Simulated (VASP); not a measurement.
Runs of VASP 6.6.1 on Si7Ge. The structure is that of space group P-42m (No. 111), or close to it. The cells are those of the table. 

```tsv
cell	gap on the mesh (eV)	pressure (GPa)	largest force (eV/Å)
a = 5.400, b = 5.400, c = 4.983 Å, 8 atoms	none	12.7	0.05
a = 5.291, b = 5.291, c = 4.882 Å, 8 atoms	none	22.3	0.06
a = 5.119, b = 5.119, c = 5.547 Å, 8 atoms	none	12.7	0.04
a = 5.510, b = 5.510, c = 6.216 Å, 8 atoms	none	-9.7	(c)
a = 5.362, b = 5.362, c = 4.753 Å, 8 atoms	none	21.6	0.07
a = 5.149, b = 5.149, c = 5.809 Å, 8 atoms	none	5.1	0.05
a = 5.015, b = 5.015, c = 5.434 Å, 8 atoms	none	(a)	0.05
a = 5.584, b = 5.584, c = 6.052 Å, 8 atoms	(b)	-9.7	0.02
```

Alike in all rows: task single point; level PBEsol; potentials or basis VASP PAW PBE potentials, release 64 (Si, Ge_d); no spin polarisation; k mesh 8 × 8 × 8; cutoff (eV) 520; smearing gaussian 0.03 eV.

Problem. Fill in the values left out.

Solution. (a) 22.4; (b) 0.18; (c) 0.03.

Caveats: the PAW data sets were made with another functional, which shifts forces and pressure a little.

A k mesh can miss the band edges, and the runs leave out spin-orbit coupling on Ge.

A gap of «none» marks levels without a gap at the run's occupations.
